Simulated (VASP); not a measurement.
# Os (Fm-3m) in VASP: settings compared

Aim: see how the results for Os move with the level of theory and the settings. Levels: BLYP, PBE. Tasks: single point.

All numbers are computed with VASP 6.6.1; they aren't measurements. Logs are shortened: lines on timing, memory, paths and dates and some standing lists are left out, and cuts for length are marked.

## 1. The cell of the first run

Symmetry: Fm-3m, No. 225, cubic system. The conventional cell has a = 3.844 Å, b = 3.844 Å, c = 3.844 Å, α = 90.00°, β = 90.00°, γ = 90.00°. Within 3.6 Å of Os (site symmetry m-3m) lie 12 Os at 2.72 Å.

## 2. Single point, BLYP

Contents of INCAR:

```
SYSTEM = Os
PREC = Accurate
ENCUT = 520
EDIFF = 1E-6
ISMEAR = -1
SIGMA = 0.27211386245988
LREAL = .False.
LASPH = .True.
NELM = 60
ALGO = Normal
ISIF = 2
LWAVE = .False.
LCHARG = .True.
GGA = B5
ALDAX = 1.0
AGGAX = 1.0
AGGAC = 1.0
ALDAC = 0.0
LELF = .True.
LVHAR = .True.
ISYM = 0
NBANDS = 10
```

Contents of KPOINTS:

```
regular mesh
0
Gamma
  4 4 4
  0 0 0
```

Contents of POSCAR:

```
Os
1.0
    0.0000000000      1.9220413878      1.9220413878
    1.9220413878      0.0000000000      1.9220413878
    1.9220413878      1.9220413878      0.0000000000
Os
1
Direct
    0.0000000000      0.0000000000      0.0000000000
```

Potentials or basis: VASP PAW PBE potentials, release 64 (Os).

Launch:

```
$ cat potpaw_PBE.64/Os/POTCAR > POTCAR
$ mpirun -np 1 vasp_std > vasp.out
```

OUTCAR:

```text
SYSTEM = Os
   PREC = Accurate
   ENCUT = 520
   EDIFF = 1E-6
   ISMEAR = -1
   LREAL = .False.
   LASPH = .True.
   NELM = 60
   ISIF = 2
   GGA = B5
   ISYM = 0

 ion  position               nearest neighbor table
   1  0.000  0.000  0.000-

IMPORTANT INFORMATION: All symmetrisations will be switched off!
NOSYMM: (Re-)initialisation of all symmetry stuff for point group C_1.

----------------------------------------------------------------------------------------

                                     Primitive cell

  volume of cell :      14.2010

  direct lattice vectors                    reciprocal lattice vectors
     0.000000000  1.922041388  1.922041388    -0.260140080  0.260140080  0.260140080
     1.922041388  0.000000000  1.922041388     0.260140080 -0.260140080  0.260140080
     1.922041388  1.922041388  0.000000000     0.260140080  0.260140080 -0.260140080

  length of vectors
     2.718176998  2.718176998  2.718176998     0.450575835  0.450575835  0.450575835

  position of ions in fractional coordinates (direct lattice)
     0.000000000  0.000000000  0.000000000

  ion indices of the primitive-cell ions
   primitive index   ion index
                 1           1

----------------------------------------------------------------------------------------

 KPOINTS: regular mesh

Automatic generation of k-mesh.
 Grid dimensions read from file:
 generate k-points for:    4    4    4

 Generating k-lattice:

  Cartesian coordinates                     Fractional coordinates (reciprocal lattice)
    -0.065035020  0.065035020  0.065035020     0.250000000  0.000000000  0.000000000
     0.065035020 -0.065035020  0.065035020     0.000000000  0.250000000  0.000000000
     0.065035020  0.065035020 -0.065035020     0.000000000  0.000000000  0.250000000

  Length of vectors
     0.112643959  0.112643959  0.112643959

  Shift w.r.t. Gamma in fractional coordinates (k-lattice)
     0.000000000  0.000000000  0.000000000

 Subroutine IBZKPT returns following result:
 ===========================================

 Found     36 irreducible k-points:

 Following reciprocal coordinates:
            Coordinates               Weight
  0.000000  0.000000  0.000000      1.000000
  0.250000  0.000000  0.000000      2.000000
  0.000000  0.250000  0.000000      2.000000
  0.000000  0.000000  0.250000      2.000000
  0.250000  0.250000  0.250000      2.000000
  0.500000  0.000000  0.000000      1.000000
[... 16 lines left out ...]
  0.250000  0.500000  0.500000      2.000000
  0.500000  0.000000  0.250000      2.000000
 [... further k-points ...]
   k-points           NKPTS =     36   k-points in BZ     NKDIM =     36   number of bands    NBANDS=     10
   number of dos      NEDOS =    301   number of ions     NIONS =      1
   total plane-waves  NPLWV =   8000
   dimension x,y,z NGX =    20 NGY =   20 NGZ =   20
   dimension x,y,z NGXF=    40 NGYF=   40 NGZF=   40
   ions per type =               1
   NGX,Y,Z   is equivalent  to a cutoff of  12.23, 12.23, 12.23 a.u.
   NGXF,Y,Z  is equivalent  to a cutoff of  24.46, 24.46, 24.46 a.u.
 SYSTEM =  Os
   PREC   = accura    normal or accurate (medium, high low for compatibility)
   ISTART =      0    job   : 0-new  1-cont  2-samecut
   ICHARG =      2    charge: 1-file 2-atom 10-const
   ISPIN  =      1    spin polarized calculation?
   LNONCOLLINEAR =      F non collinear calculations
   LSORBIT =      F    spin-orbit coupling
   LASPH  =      T    aspherical Exc in radial PAW
   ENCUT  =  520.0 eV  38.22 Ry    6.18 a.u.   5.05  5.05  5.05*2*pi/ulx,y,z
   NELM   =     60;   NELMIN=  2; NELMDL= -5     # of ELM steps
   EDIFF  = 0.1E-05   stopping-criterion for ELM
   LREAL  =      F    real-space projection
   EDIFFG = 0.1E-04   stopping-criterion for IOM
   NSW    =      0    number of steps for IOM
   IBRION =     -1    ionic relax: 0-MD 1-quasi-New 2-CG
   NFREE  =      0    steps in history (QN), initial steepest desc. (CG)
   ISIF   =      2    stress and relaxation
   ISYM   =      0    0-nonsym 1-usesym 2-fastsym
   POTIM  = 0.5000    time-step for ionic-motion
   TEBEG  =    0.0;   TEEND  =   0.0 temperature during run
   PSTRESS=    0.0 pullay stress
   NELECT =       8.0000    total number of electrons
   NUPDOWN=      -1.0000    fix difference up-down
   EMIN   =  10.00;   EMAX   =-10.00  energy-range for DOS
   EFERMI =   0.00;   METHOD = LEGACY
   ISMEAR =    -1;   SIGMA  =   0.27  broadening in eV -4-tet -1-fermi 0-gaus
   EFERMI_NEDOS =   21; number of points for ismear=-14 and -15
   IALGO  =     38    algorithm
   IMIX   =      4    mixing-type and parameters
     AMIX     =   0.40;   BMIX     =  1.00
     AMIX_MAG =   1.60;   BMIX_MAG =  1.00
  volume/ion in A,a.u.               =      14.20        95.83
  Fermi-wavevector in a.u.,A,eV,Ry     =   1.352069  2.555039 24.872671  1.828090
  Thomas-Fermi vector in A             =   2.479438
   LORBIT       =      0    0 simple, 1 ext, 2 COOP (PROOUT), +10 PAW based schemes
   GGA     = B5    functional components
   LHFCALC =     F    Hartree Fock is set to
   AEXX    =    0.0000 exact exchange contribution
   IVDW    =     0    specifies the selected vdW correction
   LEPSILON=     F    determine dielectric tensor
   LRPA    =     F    only Hartree local field effects (RPA)
 non-spin polarized calculation
  energy-cutoff  :      520.00
  volume of cell :       14.20
 maximum number of plane-waves:       392
   NGX = 11   NGY = 11   NGZ = 11

 number of electron       8.0000000 magnetization

 Free energy of the ion-electron system (eV)
  ---------------------------------------------------
  ext. energy  EPLUGINS =         0.00000000
  ---------------------------------------------------
  free energy    TOTEN  =        -9.64441722 eV

  energy without entropy =       -9.35361630  energy(sigma->0) =       -9.49901676

 E-fermi :   9.5215     XC(G=0): -13.2375

 val. band max:        9.0352133712   @ k =   0.2500   0.2500   0.0000
 cond. band min:       9.6150983339   @ k =   0.5000  -0.2500  -0.2500
 fundamental gap:      0.5798849627
 Fermi energy:         9.5214788655

 k-point     1 :       0.0000    0.0000    0.0000
  band No.  band energies     occupation
      1      -0.7676      2.00000
      2       6.8270      1.99990
      3       6.8270      1.99990
      4       6.8270      1.99990
      5       9.8075      0.51798
      6       9.8075      0.51798
      7      24.2824      0.00000
      8      29.8993      0.00000
      9      29.8993      0.00000
     10      29.8993      0.00000

 k-point     2 :       0.2500    0.0000    0.0000
  band No.  band energies     occupation
      1       1.4954      2.00000
      2       6.2353      1.99999
      3       7.2955      1.99944
      4       7.2955      1.99944
      5       9.9921      0.30129
      6       9.9921      0.30128
      7      24.1272      0.00000
      8      27.4846      0.00000
      9      34.3124      0.00000
     10      34.3187      0.00000

 k-point     3 :       0.0000    0.2500    0.0000
  band No.  band energies     occupation
      1       1.4954      2.00000
      2       6.2353      1.99999
      3       7.2955      1.99944
      4       7.2955      1.99944
      5       9.9921      0.30129
      6       9.9921      0.30128
      7      24.1272      0.00000
      8      27.4846      0.00000
      9      34.3124      0.00000
     10      34.3175      0.00000

 k-point     4 :       0.0000    0.0000    0.2500
  band No.  band energies     occupation
      1       1.4954      2.00000
      2       6.2353      1.99999
      3       7.2955      1.99944
      4       7.2955      1.99944
      5       9.9921      0.30129
      6       9.9921      0.30128
      7      24.1272      0.00000
      8      27.4846      0.00000
      9      34.3124      0.00000
     10      34.3213      0.00000

 k-point     5 :       0.2500    0.2500    0.2500
  band No.  band energies     occupation
      1       1.4954      2.00000
      2       6.2353      1.99999
      3       7.2955      1.99944
      4       7.2955      1.99944
      5       9.9921      0.30128
      6       9.9921      0.30128
      7      24.1272      0.00000
      8      27.4846      0.00000
      9      34.3124      0.00000
     10      34.3129      0.00000

 k-point     6 :       0.5000    0.0000    0.0000
  band No.  band energies     occupation
      1       2.2553      2.00000
      2       6.6710      1.99994
      3       6.6710      1.99994
      4       9.8340      0.48155
      5      12.1992      0.00011
      6      12.1992      0.00011
      7      18.6599      0.00000
      8      23.8303      0.00000
      9      30.1090      0.00000
     10      30.1090      0.00000
[... 183 lines left out ...]
 k-point    21 :       0.0000    0.2500    0.5000
  band No.  band energies     occupation
      1       3.5107      2.00000
      2       4.9395      2.00000
      3       6.9991      1.99981
      4       8.8993      1.81548
      5      12.3947      0.00005
      6      15.0735      0.00000
      7      19.1038      0.00000
      8      26.2690      0.00000
      9      27.1514      0.00000
     10      30.5951      0.00000

 k-point    22 :      -0.2500    0.2500   -0.2500
  band No.  band energies     occupation
      1       3.5107      2.00000
      2       4.9395      2.00000
      3       6.9991      1.99981
      4       8.8993      1.81548
      5      12.3947      0.00005
      6      15.0735      0.00000
      7      19.1038      0.00000
      8      26.2690      0.00000
      9      27.1514      0.00000
     10      30.5951      0.00000

 k-point    23 :       0.2500    0.5000    0.5000
  band No.  band energies     occupation
      1       3.5107      2.00000
      2       4.9395      2.00000
      3       6.9991      1.99981
      4       8.8993      1.81548
      5      12.3947      0.00005
      6      15.0735      0.00000
      7      19.1038      0.00000
      8      26.2690      0.00000
      9      27.1514      0.00000
     10      30.5951      0.00000

 k-point    24 :       0.5000    0.0000    0.2500
  band No.  band energies     occupation
      1       3.5107      2.00000
      2       4.9395      2.00000
      3       6.9991      1.99981
      4       8.8993      1.81548
      5      12.3947      0.00005
      6      15.0735      0.00000
      7      19.1038      0.00000
      8      26.2690      0.00000
      9      27.1514      0.00000
     10      30.5951      0.00000

 [... further k-points ...]

------------------------ aborting loop because EDIFF is reached ----------------------------------------

  FORCE on cell =-STRESS in cart. coord.  units (eV):
  Direction    XX          YY          ZZ          XY          YZ          ZX
  --------------------------------------------------------------------------------------
  -------------------------------------------------------------------------------------
  Total        2.2487149      2.2487160      2.2487206     -0.0000016      0.0000052      0.0000030
  in kB      253.7036852    253.7038098    253.7043299     -0.0001859      0.0005861      0.0003399
  external PRESSURE =     253.7039416 kB  Pullay stress =       0.0000000 kB

 VOLUME and BASIS-vectors are now :
 -----------------------------------------------------------------------------
  energy-cutoff  :      520.00
  volume of cell :       14.20
      direct lattice vectors                 reciprocal lattice vectors
     0.000000000  1.922041388  1.922041388    -0.260140080  0.260140080  0.260140080
     1.922041388  0.000000000  1.922041388     0.260140080 -0.260140080  0.260140080
     1.922041388  1.922041388  0.000000000     0.260140080  0.260140080 -0.260140080

 POSITION                                       TOTAL-FORCE (eV/Angst)
 -----------------------------------------------------------------------------------
      0.00000      0.00000      0.00000         0.000000     -0.000000     -0.000000
 -----------------------------------------------------------------------------------
    total drift:                                0.000000     -0.000000     -0.000000

  FREE ENERGIE OF THE ION-ELECTRON SYSTEM (eV)
  ---------------------------------------------------
  free  energy   TOTEN  =        -9.6444172171 eV

  energy  without entropy=       -9.3536162958  energy(sigma->0) =       -9.49901676
```

Wall time 15 s (1 thread of AMD EPYC 7R13, shared host); peak memory 0.1 GiB.

What came out:

* Free energy: -9.6444 eV
* Pressure: 25.4 GPa
* Band gap on the k mesh: zero (band 4 reaches 12.35 eV, above the bottom of band 5 at 9.04 eV)

Caveat: the k points lie up to 0.71 Å⁻¹ apart; the PAW data sets were made with another functional, which shifts forces and pressure a little; spin-orbit coupling is left out, which moves the levels of the heavy elements.

## 3. Single point, PBE

Contents of INCAR:

```
SYSTEM = Os
  PREC = Accurate
  ENCUT = 520
  EDIFF = 1E-6
  ISMEAR = 0
  SIGMA = 0.1
  LREAL = .FALSE.
  LASPH = .TRUE.
  NELM = 80
  ALGO = Fast
  ISIF = 2
  LWAVE = .FALSE.
  LCHARG = .TRUE.
  GGA = PE
  LELF = .TRUE.
  LVHAR = .TRUE.
  NBANDS = 10
```

Contents of KPOINTS:

```
Automatic mesh
0
G
  10 10 10
  0 0 0
```

POSCAR is that of step 2.

Potentials or basis: VASP PAW PBE potentials, release 64 (Os).

Launch:

```
$ cat potpaw_PBE.64/Os/POTCAR > POTCAR
$ mpirun -np 1 vasp_std > vasp.out
```

Wall time 10 s (1 thread of AMD EPYC 7R13, shared host); peak memory 0.1 GiB.

The run converged. Its results:

| Item | Value |
| --- | --- |
| Free energy | -11.0749 eV |
| Pressure | 4.2 GPa |
| Band gap on the k mesh | zero (band 4 reaches 11.50 eV, above the bottom of band 5 at 7.61 eV) |

Levels at points of the mesh, in eV from the Fermi level:
```csv
k point,band 1,band 2,band 3,band 4,band 5,band 6,band 7,band 8,band 9
"(0.00, 0.00, 0.00)",-10.75,-2.99,-2.99,-2.99,0.00,0.00,14.19,19.94,19.94
"(0.50, 0.00, 0.00)",-7.63,-3.15,-3.15,-0.27,2.36,2.36,8.78,13.73,20.18
"(0.50, 0.50, 0.00)",-7.50,-6.81,2.26,2.32,3.03,3.03,12.02,12.13,12.13
```

Caveat: spin-orbit coupling is left out, which moves the levels of the heavy elements.
